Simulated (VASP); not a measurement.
Input of a VASP 6.6.1 run:

Contents of INCAR:

```
SYSTEM = TaN
PREC = Accurate
ENCUT = 520
EDIFF = 1E-6
ISMEAR = 0
SIGMA = 0.15
LREAL = .False.
LASPH = .True.
NELM = 100
ALGO = Normal
ISIF = 2
LWAVE = .False.
LCHARG = .False.
GGA = PS
NBANDS = 15
```

Contents of KPOINTS:

```
regular mesh
0
Gamma
  18 18 16
  0 0 0
```

POSCAR

```
TaN
1.0
    2.9240351141      0.0000000000      0.0000000000
   -1.4620175570      2.5322886904      0.0000000000
    0.0000000000      0.0000000000      2.9784000000
Ta N
1 1
Direct
    0.3333333333      0.6666666667      0.5000000000
    0.0000000000      0.0000000000      0.0000000000
```

Potentials or basis: VASP PAW PBE potentials, release 64 (Ta_pv, N).

Command:

```console
$ cat potpaw_PBE.64/Ta_pv/POTCAR potpaw_PBE.64/N/POTCAR > POTCAR
$ mpirun -np 1 vasp_std > vasp.out
```

Problem. Estimate the pressure.

Solution. -12.3 GPa.

Problem. Estimate the band gap on the k mesh.

Solution. Zero (band 8 reaches 8.12 eV, above the bottom of band 9 at 7.70 eV).

Stress tensor (GPa, compression positive):
```
 -4.52   0.00   0.00
  0.00  -4.52   0.00
  0.00   0.00 -27.90
```

Caveat: the PAW data sets were made with another functional, which shifts forces and pressure a little; spin-orbit coupling is left out, which moves the levels of the heavy elements.
